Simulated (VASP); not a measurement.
# Ge (Cmmm) in VASP: further runs

Runs on Ge. Level: PBEsol. Tasks: single point.

Everything below comes from runs of VASP 6.6.1. Logs are shortened: lines on timing, memory, paths and dates and some standing lists are left out, and cuts for length are marked.

### Step 1. The cell of the first run

It takes space group Cmmm (No. 65, orthorhombic). The conventional cell has a = 2.682 Å, b = 4.888 Å, c = 2.563 Å, α = 90.00°, β = 90.00°, γ = 90.00°. Within 3.4 Å of Ge (site symmetry mmm) lie 8 Ge at 2.56 to 2.79 Å.

### Step 2. Single point, PBEsol (strain -0.030 along x and y, -0.030 along z)

Contents of INCAR:

```
SYSTEM = Ge
ALGO = Normal
EDIFF = 1E-6
ENCUT = 520
GGA = PS
ISIF = 2
ISMEAR = 0
LASPH = .True.
LCHARG = .True.
LELF = .True.
LREAL = .False.
LVHAR = .True.
LWAVE = .False.
NBANDS = 13
NELM = 60
PREC = Accurate
SIGMA = 0.15
```

Contents of KPOINTS:

```
k-points
0
Gamma
  24 24 22
  0 0 0
```

Contents of POSCAR:

```
Ge
1.0
    1.3411274465     -2.4439162040      0.0000000000
    1.3411274465      2.4439162040      0.0000000000
    0.0000000000      0.0000000000      2.5634459486
Ge
1
Direct
    0.5000000000      0.5000000000      0.0000000000
```

Potentials or basis: VASP PAW PBE potentials, release 64 (Ge_d).

The run is started by

```sh
$ cat potpaw_PBE.64/Ge_d/POTCAR > POTCAR
$ mpirun -np 1 vasp_std > vasp.out
```

OUTCAR:

```text
SYSTEM = Ge
   EDIFF = 1E-6
   ENCUT = 520
   GGA = PS
   ISIF = 2
   ISMEAR = 0
   LASPH = .True.
   LREAL = .False.
   NELM = 60
   PREC = Accurate

 ion  position               nearest neighbor table
   1  0.500  0.500  0.000-

  LATTYP: Found a base centered orthorhombic cell.
 ALAT       =     2.6822548930
 B/A-ratio  =     1.8222848323
 C/A-ratio  =     0.9557055727

  Lattice vectors:

 A1 = (   1.3411274465,  -2.4439162040,   0.0000000000)
 A2 = (   1.3411274465,   2.4439162040,   0.0000000000)
 A3 = (   0.0000000000,   0.0000000000,   2.5634459486)

Analysis of symmetry for initial positions (statically):
=====================================================================
 Subroutine PRICEL returns:
 Original cell was already a primitive cell.

 Routine SETGRP: Setting up the symmetry group for a
 base centered orthorhombic supercell.

 Subroutine GETGRP returns: Found  8 space group operations
 (whereof  8 operations were pure point group operations)
 out of a pool of  8 trial point group operations.

The static configuration has the point symmetry D_2h.

Analysis of symmetry for dynamics (positions and initial velocities):
=====================================================================
 Subroutine PRICEL returns:
 Original cell was already a primitive cell.

 Routine SETGRP: Setting up the symmetry group for a
 base centered orthorhombic supercell.

 Subroutine GETGRP returns: Found  8 space group operations
 (whereof  8 operations were pure point group operations)
 out of a pool of  8 trial point group operations.

The dynamic configuration has the point symmetry D_2h.

 Subroutine INISYM returns: Found  8 space group operations
 (whereof  8 operations are pure point group operations),
 and found     1 'primitive' translations

----------------------------------------------------------------------------------------

                                     Primitive cell

  volume of cell :      16.8039

  direct lattice vectors                    reciprocal lattice vectors
     1.341127447 -2.443916204  0.000000000     0.372820645 -0.204589666  0.000000000
     1.341127447  2.443916204  0.000000000     0.372820645  0.204589666  0.000000000
     0.000000000  0.000000000  2.563445949     0.000000000  0.000000000  0.390099897

  length of vectors
     2.787713981  2.787713981  2.563445949     0.425267169  0.425267169  0.390099897

[... 85 lines left out ...]
   ISYM   =      2    0-nonsym 1-usesym 2-fastsym
   POTIM  = 0.5000    time-step for ionic-motion
   TEBEG  =    0.0;   TEEND  =   0.0 temperature during run
   PSTRESS=    0.0 pullay stress
   NELECT =      14.0000    total number of electrons
   NUPDOWN=      -1.0000    fix difference up-down
   EMIN   =  10.00;   EMAX   =-10.00  energy-range for DOS
   EFERMI =   0.00;   METHOD = LEGACY
   ISMEAR =     0;   SIGMA  =   0.15  broadening in eV -4-tet -1-fermi 0-gaus
   EFERMI_NEDOS =   21; number of points for ismear=-14 and -15
   IALGO  =     38    algorithm
   IMIX   =      4    mixing-type and parameters
     AMIX     =   0.40;   BMIX     =  1.00
     AMIX_MAG =   1.60;   BMIX_MAG =  1.00
  volume/ion in A,a.u.               =      16.80       113.40
  Fermi-wavevector in a.u.,A,eV,Ry     =   1.540449  2.911027 32.286397  2.372983
  Thomas-Fermi vector in A             =   2.646535
   LORBIT       =      0    0 simple, 1 ext, 2 COOP (PROOUT), +10 PAW based schemes
   GGA     = PS    functional components
   LHFCALC =     F    Hartree Fock is set to
   AEXX    =    0.0000 exact exchange contribution
   IVDW    =     0    specifies the selected vdW correction
   LEPSILON=     F    determine dielectric tensor
   LRPA    =     F    only Hartree local field effects (RPA)
 non-spin polarized calculation
 Gauss-broadening in eV      SIGMA  =   0.15
  energy-cutoff  :      520.00
  volume of cell :       16.80
 maximum number of plane-waves:       466
 NGX is ok and might be reduce to    24
   NGX = 11   NGY = 11   NGZ =  9

 number of electron      14.0000006 magnetization

 Free energy of the ion-electron system (eV)
  ---------------------------------------------------
  ext. energy  EPLUGINS =         0.00000000
  ---------------------------------------------------
  free energy    TOTEN  =        -4.71074853 eV

  energy without entropy =       -4.70657253  energy(sigma->0) =       -4.70866053

 E-fermi :   7.8603     XC(G=0): -11.9767

 val. band max:        7.8594931768   @ k =   0.3750   0.1667   0.4091
 cond. band min:       7.8641187191   @ k =   0.4583   0.2500   0.3182
 fundamental gap:      0.0046255422
 Fermi energy:         7.8603169960

 k-point     1 :       0.0000    0.0000    0.0000
  band No.  band energies     occupation
      1     -17.0161      2.00000
      2     -16.8945      2.00000
      3     -16.8392      2.00000
      4     -16.6727      2.00000
      5     -16.6581      2.00000
      6      -6.4084      2.00000
      7      15.3250      0.00000
      8      16.4147      0.00000
      9      17.6219      0.00000
     10      18.6873      0.00000
     11      21.7557      0.00000
     12      23.5527      0.00000
     13      23.8032      0.00000
[... 354 lines left out ...]
  band No.  band energies     occupation
      1     -16.9742      2.00000
      2     -16.8522      2.00000
      3     -16.7419      2.00000
      4     -16.6895      2.00000
      5     -16.6825      2.00000
      6      -0.5010      2.00000
      7       1.6851      2.00000
      8      11.3445      0.00000
      9      16.4535      0.00000
     10      20.0369      0.00000
     11      25.1320      0.00000
     12      25.9805      0.00000
     13      26.4507      0.00000

 [... further k-points ...]

------------------------ aborting loop because EDIFF is reached ----------------------------------------

  FORCE on cell =-STRESS in cart. coord.  units (eV):
  Direction    XX          YY          ZZ          XY          YZ          ZX
  --------------------------------------------------------------------------------------
  -------------------------------------------------------------------------------------
  Total        1.1539045      0.7324802      0.8170269      0.0000000      0.0000000      0.0000000
  in kB      110.0195687     69.8386692     77.8998087      0.0000000      0.0000000      0.0000000
  external PRESSURE =      85.9193488 kB  Pullay stress =       0.0000000 kB

 VOLUME and BASIS-vectors are now :
 -----------------------------------------------------------------------------
  energy-cutoff  :      520.00
  volume of cell :       16.80
      direct lattice vectors                 reciprocal lattice vectors
     1.341127447 -2.443916204  0.000000000     0.372820645 -0.204589666  0.000000000
     1.341127447  2.443916204  0.000000000     0.372820645  0.204589666  0.000000000
     0.000000000  0.000000000  2.563445949     0.000000000  0.000000000  0.390099897

 POSITION                                       TOTAL-FORCE (eV/Angst)
 -----------------------------------------------------------------------------------
      1.34113      0.00000      0.00000         0.000000     -0.000000      0.000000
 -----------------------------------------------------------------------------------
    total drift:                               -0.000000     -0.000000     -0.000000

  FREE ENERGIE OF THE ION-ELECTRON SYSTEM (eV)
  ---------------------------------------------------
  free  energy   TOTEN  =        -4.7107485274 eV

  energy  without entropy=       -4.7065725349  energy(sigma->0) =       -4.70866053
```

stdout:

```text
POSCAR found type information on POSCAR Ge
 POSCAR found :  1 types and       1 ions
 scaLAPACK will be used
 -----------------------------------------------------------------------------
|                                                                             |
|                                                                             |
|     You enforced a specific xc type in the INCAR file but a different       |
|     I HOPE YOU KNOW WHAT YOU ARE DOING!                                     |
|                                                                             |
 -----------------------------------------------------------------------------

 LDA part: xc-table for (Slater+PW92), standard interpolation
 POSCAR, INCAR and KPOINTS ok, starting setup
 FFT: planning ... GRIDC
 FFT: planning ... GRID_SOFT
 FFT: planning ... GRID
 WAVECAR not read
 entering main loop
```

Run time: 3.5 min. Hardware: 1 thread of AMD EPYC 9R45 (Zen 5), shared host; peak memory 0.43 GiB.

Results:

- Free energy: -4.7107 eV
- Pressure: 8.6 GPa
- Band gap on the k mesh: zero (bands 7 and 8 overlap by 11.59 eV)

Caveat: the cell differs from its parent crystal (strain -0.030 along x and y, -0.030 along z); the cell stands under pressure; the PAW data sets were made with another functional, which shifts forces and pressure a little.

### Step 3. Single point, PBEsol (strain -0.030 along x and y, -0.015 along z)

Changes to INCAR since step 2:

```diff
@@ -2,3 +2,3 @@
 ALGO = Normal
-EDIFF = 1E-6
+EDIFF = 1E-7
 ENCUT = 520
@@ -14,3 +14,3 @@
 NBANDS = 13
-NELM = 60
+NELM = 100
 PREC = Accurate
```

KPOINTS is that of step 2.

Changes to POSCAR since step 2:

```diff
@@ -4,3 +4,3 @@
     1.3411274465      2.4439162040      0.0000000000
-    0.0000000000      0.0000000000      2.5634459486
+    0.0000000000      0.0000000000      2.6030868654
 Ge
```

Potentials or basis: VASP PAW PBE potentials, release 64 (Ge_d).

The run is started by

```sh
$ cat potpaw_PBE.64/Ge_d/POTCAR > POTCAR
$ mpirun -np 1 vasp_std > vasp.out
```

OUTCAR:

```text
SYSTEM = Ge
   EDIFF = 1E-7
   ENCUT = 520
   GGA = PS
   ISIF = 2
   ISMEAR = 0
   LASPH = .True.
   LREAL = .False.
   NELM = 100
   PREC = Accurate

 ion  position               nearest neighbor table
   1  0.500  0.500  0.000-

  LATTYP: Found a base centered orthorhombic cell.
 ALAT       =     2.6822548930
 B/A-ratio  =     1.8222848323
 C/A-ratio  =     0.9704845249

  Lattice vectors:

 A1 = (   1.3411274465,  -2.4439162040,   0.0000000000)
[... 563 lines left out ...]
     11      24.4707      0.00000
     12      25.2544      0.00000
     13      25.7695      0.00000

 [... further k-points ...]

------------------------ aborting loop because EDIFF is reached ----------------------------------------

  FORCE on cell =-STRESS in cart. coord.  units (eV):
  Direction    XX          YY          ZZ          XY          YZ          ZX
  --------------------------------------------------------------------------------------
  -------------------------------------------------------------------------------------
  Total        1.1167530      0.7086686      0.4499915     -0.0000000      0.0000000      0.0000000
  in kB      104.8558548     66.5393817     42.2512843     -0.0000000      0.0000000      0.0000000
  external PRESSURE =      71.2155070 kB  Pullay stress =       0.0000000 kB

 VOLUME and BASIS-vectors are now :
 -----------------------------------------------------------------------------
  energy-cutoff  :      520.00
  volume of cell :       17.06
      direct lattice vectors                 reciprocal lattice vectors
     1.341127447 -2.443916204  0.000000000     0.372820645 -0.204589666  0.000000000
     1.341127447  2.443916204  0.000000000     0.372820645  0.204589666  0.000000000
     0.000000000  0.000000000  2.603086865     0.000000000  0.000000000  0.384159289

 POSITION                                       TOTAL-FORCE (eV/Angst)
 -----------------------------------------------------------------------------------
      1.34113      0.00000      0.00000         0.000000     -0.000000      0.000000
 -----------------------------------------------------------------------------------
    total drift:                               -0.000000     -0.000000     -0.000000

  FREE ENERGIE OF THE ION-ELECTRON SYSTEM (eV)
  ---------------------------------------------------
  free  energy   TOTEN  =        -4.7206462909 eV

  energy  without entropy=       -4.7160736446  energy(sigma->0) =       -4.71835997
```

It took 3.6 min on 1 thread of AMD EPYC 9R45 (Zen 5), shared host; peak memory 0.43 GiB.

What came out:

- Free energy: -4.7206 eV
- Pressure: 7.1 GPa
- Band gap on the k mesh: zero (bands 7 and 8 overlap by 10.99 eV)

Caveat: the cell differs from its parent crystal (strain -0.030 along x and y, -0.015 along z); the cell stands under pressure; the PAW data sets were made with another functional, which shifts forces and pressure a little.

(Part 1 of 2 ends here.)
